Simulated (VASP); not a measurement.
# C (P6/mmm) in VASP: a series of runs

C is run at these levels: LDA; tasks: single point.

All numbers are computed with VASP 6.6.1; they aren't measurements. Logs are shortened: lines on timing, memory, paths and dates and some standing lists are left out, and cuts for length are marked.

## Step 1: The cell of the first run

It takes space group P6/mmm (No. 191, hexagonal). The conventional cell has a = 2.445 Å, b = 2.445 Å, c = 7.501 Å, α = 90.00°, β = 90.00°, γ = 120.00°. C (site symmetry -6m2) has 3 C at 1.41 Å within 1.9 Å.

## Step 2: Single point, LDA

Contents of INCAR:

```
ALGO     = Normal         # electronic algorithm
EDIFF    = 1E-6           # SCF threshold, eV
ENCUT    = 520            # plane-wave cutoff, eV
GGA      = CA             # functional
ISIF     = 2              # what is computed and relaxed
ISMEAR   = 0              # smearing method
LASPH    = True           # aspherical terms in the spheres
LCHARG   = False          # write CHGCAR
LREAL    = False          # projectors in reciprocal space
LWAVE    = False          # write WAVECAR
NBANDS   = 11             # bands
NELM     = 60             # most SCF steps
PREC     = Accurate       # precision mode
SIGMA    = 0.15           # smearing width, eV
```

Contents of KPOINTS:

```
k-points
0
Gamma
  21 21 6
```

Contents of POSCAR:

```
C
1.0
    2.4446687612      0.0000000000      0.0000000000
   -1.2223343806      2.1171452510      0.0000000000
    0.0000000000      0.0000000000      7.5011000000
C
2
Direct
    0.3333333333      0.6666666667      0.0000000000
    0.6666666667      0.3333333333      0.0000000000
```

Potentials or basis: VASP PAW LDA potentials, release 64 (C).

Started as:

```
$ cat potpaw_LDA.64/C/POTCAR > POTCAR
$ mpirun -np 1 vasp_std > vasp.out
```

OUTCAR:

```text
EDIFF = 1E-6
   ENCUT = 520
   GGA = CA
   ISIF = 2
   ISMEAR = 0
   LASPH = True
   LREAL = False
   NELM = 60
   PREC = Accurate

 ion  position               nearest neighbor table
   1  0.333  0.667  0.000-   2 1.41   2 1.41   2 1.41
   2  0.667  0.333  0.000-   1 1.41   1 1.41   1 1.41

  LATTYP: Found a hexagonal cell.
 ALAT       =     2.4446687612
 C/A-ratio  =     3.0683502481

  Lattice vectors:

 A1 = (   2.4446687612,   0.0000000000,   0.0000000000)
 A2 = (  -1.2223343806,   2.1171452510,   0.0000000000)
 A3 = (   0.0000000000,   0.0000000000,   7.5011000000)

Analysis of symmetry for initial positions (statically):
=====================================================================
 Subroutine PRICEL returns:
 Original cell was already a primitive cell.

 Routine SETGRP: Setting up the symmetry group for a
 hexagonal supercell.

 Subroutine GETGRP returns: Found 24 space group operations
 (whereof 24 operations were pure point group operations)
 out of a pool of 24 trial point group operations.

The static configuration has the point symmetry D_6h.

Analysis of symmetry for dynamics (positions and initial velocities):
=====================================================================
 Subroutine PRICEL returns:
 Original cell was already a primitive cell.

 Routine SETGRP: Setting up the symmetry group for a
 hexagonal supercell.

 Subroutine GETGRP returns: Found 24 space group operations
 (whereof 24 operations were pure point group operations)
 out of a pool of 24 trial point group operations.

The dynamic configuration has the point symmetry D_6h.

 Subroutine INISYM returns: Found 24 space group operations
 (whereof 24 operations are pure point group operations),
 and found     1 'primitive' translations

----------------------------------------------------------------------------------------

                                     Primitive cell

  volume of cell :      38.8236

  direct lattice vectors                    reciprocal lattice vectors
     2.444668761  0.000000000  0.000000000     0.409053372  0.236167074  0.000000000
    -1.222334381  2.117145251  0.000000000     0.000000000  0.472334149  0.000000000
     0.000000000  0.000000000  7.501100000     0.000000000  0.000000000  0.133313781

  length of vectors
     2.444668761  2.444668761  7.501100000     0.472334149  0.472334149  0.133313781

  position of ions in fractional coordinates (direct lattice)
     0.333333333  0.666666667  0.000000000
     0.666666667  0.333333333  0.000000000

  ion indices of the primitive-cell ions
   primitive index   ion index
                 1           1
                 2           2

----------------------------------------------------------------------------------------

 KPOINTS: k-points

Automatic generation of k-mesh.
 Grid dimensions read from file:
 generate k-points for:   21   21    6

 Generating k-lattice:

  Cartesian coordinates                     Fractional coordinates (reciprocal lattice)
     0.019478732  0.011246051  0.000000000     0.047619048 -0.000000000  0.000000000
     0.000000000  0.022492102  0.000000000     0.000000000  0.047619048  0.000000000
     0.000000000  0.000000000  0.022218963     0.000000000  0.000000000  0.166666667

  Length of vectors
     0.022492102  0.022492102  0.022218963

  Shift w.r.t. Gamma in fractional coordinates (k-lattice)
     0.000000000  0.000000000  0.000000000

 Subroutine IBZKPT returns following result:
 ===========================================

 Found    192 irreducible k-points:

 Following reciprocal coordinates:
            Coordinates               Weight
  0.000000  0.000000  0.000000      1.000000
  0.047619 -0.000000  0.000000      6.000000
  0.095238 -0.000000  0.000000      6.000000
  0.142857  0.000000  0.000000      6.000000
  0.190476 -0.000000  0.000000      6.000000
  0.238095 -0.000000  0.000000      6.000000
[... 16 lines left out ...]
  0.142857  0.095238  0.000000     12.000000
  0.190476  0.095238  0.000000     12.000000
 [... further k-points ...]
   k-points           NKPTS =    192   k-points in BZ     NKDIM =    192   number of bands    NBANDS=     11
   number of dos      NEDOS =    301   number of ions     NIONS =      2
   total plane-waves  NPLWV =  18144
   dimension x,y,z NGX =    18 NGY =   18 NGZ =   56
   dimension x,y,z NGXF=    36 NGYF=   36 NGZF=  112
   ions per type =               2
   NGX,Y,Z   is equivalent  to a cutoff of  12.24, 12.24, 12.41 a.u.
   NGXF,Y,Z  is equivalent  to a cutoff of  24.48, 24.48, 24.82 a.u.
 SYSTEM =  unknown system
   PREC   = accura    normal or accurate (medium, high low for compatibility)
   ISTART =      0    job   : 0-new  1-cont  2-samecut
   ICHARG =      2    charge: 1-file 2-atom 10-const
   ISPIN  =      1    spin polarized calculation?
   LNONCOLLINEAR =      F non collinear calculations
   LSORBIT =      F    spin-orbit coupling
   LASPH  =      T    aspherical Exc in radial PAW
   ENCUT  =  520.0 eV  38.22 Ry    6.18 a.u.   4.55  4.55 13.95*2*pi/ulx,y,z
   NELM   =     60;   NELMIN=  2; NELMDL= -5     # of ELM steps
   EDIFF  = 0.1E-05   stopping-criterion for ELM
   LREAL  =      F    real-space projection
   EDIFFG = 0.1E-04   stopping-criterion for IOM
   NSW    =      0    number of steps for IOM
   IBRION =     -1    ionic relax: 0-MD 1-quasi-New 2-CG
   NFREE  =      0    steps in history (QN), initial steepest desc. (CG)
   ISIF   =      2    stress and relaxation
   ISYM   =      2    0-nonsym 1-usesym 2-fastsym
   POTIM  = 0.5000    time-step for ionic-motion
   TEBEG  =    0.0;   TEEND  =   0.0 temperature during run
   PSTRESS=    0.0 pullay stress
   NELECT =       8.0000    total number of electrons
   NUPDOWN=      -1.0000    fix difference up-down
   EMIN   =  10.00;   EMAX   =-10.00  energy-range for DOS
   EFERMI =   0.00;   METHOD = LEGACY
   ISMEAR =     0;   SIGMA  =   0.15  broadening in eV -4-tet -1-fermi 0-gaus
   EFERMI_NEDOS =   21; number of points for ismear=-14 and -15
   IALGO  =     38    algorithm
   IMIX   =      4    mixing-type and parameters
     AMIX     =   0.40;   BMIX     =  1.00
     AMIX_MAG =   1.60;   BMIX_MAG =  1.00
  volume/ion in A,a.u.               =      19.41       131.00
  Fermi-wavevector in a.u.,A,eV,Ry     =   0.966955  1.827280 12.721475  0.935002
  Thomas-Fermi vector in A             =   2.096800
   LORBIT       =      0    0 simple, 1 ext, 2 COOP (PROOUT), +10 PAW based schemes
   GGA     = CA    functional components
   LHFCALC =     F    Hartree Fock is set to
   AEXX    =    0.0000 exact exchange contribution
   IVDW    =     0    specifies the selected vdW correction
   LEPSILON=     F    determine dielectric tensor
   LRPA    =     F    only Hartree local field effects (RPA)
 non-spin polarized calculation
 Gauss-broadening in eV      SIGMA  =   0.15
  energy-cutoff  :      520.00
  volume of cell :       38.82
 maximum number of plane-waves:      1070
   NGX =  9   NGY =  9   NGZ = 27

 number of electron       7.9999997 magnetization

 Free energy of the ion-electron system (eV)
  ---------------------------------------------------
  ext. energy  EPLUGINS =         0.00000000
  ---------------------------------------------------
  free energy    TOTEN  =       -20.17530685 eV

  energy without entropy =      -20.17453925  energy(sigma->0) =      -20.17492305

 E-fermi :  -0.3379     XC(G=0):  -5.7752

 val. band max:       -0.3380160597   @ k =   0.3333   0.3333   0.3333
 cond. band min:      -0.3377596618   @ k =   0.3333   0.3333   0.1667
 fundamental gap:      0.0002563979
 Fermi energy:        -0.3378866076

 k-point     1 :       0.0000    0.0000    0.0000
  band No.  band energies     occupation
      1     -19.8446      2.00000
      2      -8.1532      2.00000
      3      -3.3659      2.00000
      4      -3.3659      2.00000
      5       2.6122      0.00000
      6       5.8181      0.00000
      7       7.9606      0.00000
      8       8.0906      0.00000
      9       8.0906      0.00000
     10      11.3019      0.00000
     11      13.0441      0.00000

 k-point     2 :       0.0476   -0.0000    0.0000
  band No.  band energies     occupation
      1     -19.7905      2.00000
      2      -8.0876      2.00000
      3      -3.5822      2.00000
      4      -3.4847      2.00000
      5       2.6859      0.00000
      6       5.8889      0.00000
      7       7.9843      0.00000
      8       8.1709      0.00000
      9       8.3281      0.00000
     10      11.1117      0.00000
     11      13.1275      0.00000

 k-point     3 :       0.0952   -0.0000    0.0000
  band No.  band energies     occupation
      1     -19.6285      2.00000
      2      -7.8915      2.00000
      3      -4.1909      2.00000
      4      -3.8098      2.00000
      5       2.9071      0.00000
      6       6.1007      0.00000
      7       8.0572      0.00000
      8       8.3711      0.00000
      9       9.0070      0.00000
     10      10.5622      0.00000
     11      13.3918      0.00000

 k-point     4 :       0.1429    0.0000    0.0000
  band No.  band energies     occupation
      1     -19.3590      2.00000
      2      -7.5666      2.00000
      3      -5.0975      2.00000
      4      -4.2686      2.00000
      5       3.2759      0.00000
      6       6.4512      0.00000
      7       8.1073      0.00000
      8       8.6924      0.00000
      9       9.7121      0.00000
     10      10.0481      0.00000
     11      13.8508      0.00000

 k-point     5 :       0.1905   -0.0000    0.0000
  band No.  band energies     occupation
      1     -18.9831      2.00000
      2      -7.1158      2.00000
      3      -6.1989      2.00000
      4      -4.7850      2.00000
      5       3.7919      0.00000
      6       6.9302      0.00000
      7       8.0712      0.00000
      8       8.6395      0.00000
      9       9.1627      0.00000
     10      11.3627      0.00000
     11      14.4699      0.00000
[... 211 lines left out ...]
 k-point    21 :       0.4762    0.0476    0.0000
  band No.  band energies     occupation
      1     -14.4227      2.00000
      2     -13.6169      2.00000
      3      -6.9945      2.00000
      4      -2.6922      2.00000
      5       1.2922      0.00000
      6       7.6046      0.00000
      7      10.6608      0.00000
      8      10.7533      0.00000
      9      12.5746      0.00000
     10      13.7948      0.00000
     11      15.5111      0.00000

 k-point    22 :       0.0952    0.0952    0.0000
  band No.  band energies     occupation
      1     -19.1977      2.00000
      2      -7.3726      2.00000
      3      -5.4316      2.00000
      4      -4.6975      2.00000
      5       3.4974      0.00000
      6       6.6613      0.00000
      7       8.4508      0.00000
      8       8.9616      0.00000
      9       9.2512      0.00000
     10      10.1080      0.00000
     11      14.2707      0.00000

 k-point    23 :       0.1429    0.0952    0.0000
  band No.  band energies     occupation
      1     -18.8226      2.00000
      2      -6.9237      2.00000
      3      -6.3626      2.00000
      4      -5.3139      2.00000
      5       4.0138      0.00000
      6       7.1426      0.00000
      7       8.2470      0.00000
      8       8.6896      0.00000
      9       9.4195      0.00000
     10      10.9092      0.00000
     11      15.1074      0.00000

 k-point    24 :       0.1905    0.0952    0.0000
  band No.  band energies     occupation
      1     -18.3428      2.00000
      2      -7.4559      2.00000
      3      -6.3547      2.00000
      4      -5.8954      2.00000
      5       4.6767      0.00000
      6       7.0517      0.00000
      7       7.7947      0.00000
      8       8.7531      0.00000
      9      10.0117      0.00000
     10      11.9663      0.00000
     11      16.0823      0.00000

 [... further k-points ...]
[... 5 lines left out ...]
  --------------------------------------------------------------------------------------
  -------------------------------------------------------------------------------------
  Total        0.1392140      0.1392140     -0.0141110      0.0000000      0.0000000      0.0000000
  in kB        5.7451044      5.7451044     -0.5823332      0.0000000      0.0000000      0.0000000
  external PRESSURE =       3.6359586 kB  Pullay stress =       0.0000000 kB

 VOLUME and BASIS-vectors are now :
 -----------------------------------------------------------------------------
  energy-cutoff  :      520.00
  volume of cell :       38.82
      direct lattice vectors                 reciprocal lattice vectors
     2.444668761  0.000000000  0.000000000     0.409053372  0.236167074  0.000000000
    -1.222334381  2.117145251  0.000000000     0.000000000  0.472334149  0.000000000
     0.000000000  0.000000000  7.501100000     0.000000000  0.000000000  0.133313781

 POSITION                                       TOTAL-FORCE (eV/Angst)
 -----------------------------------------------------------------------------------
     -0.00000      1.41143      0.00000        -0.000000      0.000000     -0.000000
      1.22233      0.70572      0.00000         0.000000     -0.000000      0.000000
 -----------------------------------------------------------------------------------
    total drift:                                0.000000     -0.000000     -0.000000

  FREE ENERGIE OF THE ION-ELECTRON SYSTEM (eV)
  ---------------------------------------------------
  free  energy   TOTEN  =       -20.1753068548 eV

  energy  without entropy=      -20.1745392510  energy(sigma->0) =      -20.17492305
```

Run time: 1.9 min. Hardware: 1 thread of Intel Xeon 8259CL, shared host; peak memory 0.18 GiB.

Results:

| Property | Result |
| --- | --- |
| Free energy | -20.1753 eV |
| Pressure | 0.4 GPa |
| Band gap on the k mesh | zero (filled and empty bands touch) |

(Continued in part 2 of 2.)
